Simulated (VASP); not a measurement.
Write the native input for VASP 6.6.1 that does the following.

```
Task                   : single point
Functional             : PBEsol
Potentials or basis    : VASP PAW PBE potentials, release 64 (Re)
Cutoff                 : 520 eV
k mesh                 : 11 × 11 × 6
Occupations            : fermi-dirac, width 0.05 eV
Spin                   : non-collinear spin, zero start, spin-orbit coupling
Starting moments       : [[0.0, 0.0, 0.0], [0.0, 0.0, 0.0]] μB
Dipole correction      : no
Further INCAR settings : ALGO = Normal; EDIFF = 1e-07; NBANDS = 26
```

The structure of Re lies in POSCAR:

```
Re
1.0
    2.7044413289      0.0000000000      0.0000000000
   -1.3522206645      2.3421148939      0.0000000000
    0.0000000000      0.0000000000      4.3671907899
Re
2
Direct
    0.6666666667      0.3333333333      0.7500000000
    0.3333333333      0.6666666667      0.2500000000
```

The input as run:

INCAR

```
SYSTEM = Re
ALGO = Normal
EDIFF = 1E-7
ENCUT = 520
GGA = PS
GGA_COMPAT = .False.
ISIF = 2
ISMEAR = -1
LASPH = .True.
LCHARG = .False.
LMAXMIX = 4
LORBIT = 11
LORBMOM = .True.
LREAL = .False.
LSORBIT = .True.
LWAVE = .False.
MAGMOM = 0 0 0 0 0 0
NBANDS = 26
NELM = 150
PREC = Accurate
SIGMA = 0.05
```

KPOINTS

```
k-points
0
Gamma
  11 11 6
  0 0 0
```

Potentials or basis: VASP PAW PBE potentials, release 64 (Re).

Run with:

```sh
$ cat potpaw_PBE.64/Re/POTCAR > POTCAR
$ mpirun -np 1 vasp_ncl > vasp.out
```

It gave:

```
Pressure                                              : 23.4 GPa
Net moment                                            : 0.00 μB per cell
Valence electrons inside the program's atomic spheres : Re 6.39
```

Caveat: the cell stands under pressure; the PAW data sets were made with another functional, which shifts forces and pressure a little.

Wall time 54 s on 1 thread of Intel(R) Xeon(R) 6975P-C (Granite Rapids), on a shared host, peak memory 0.23 GiB.
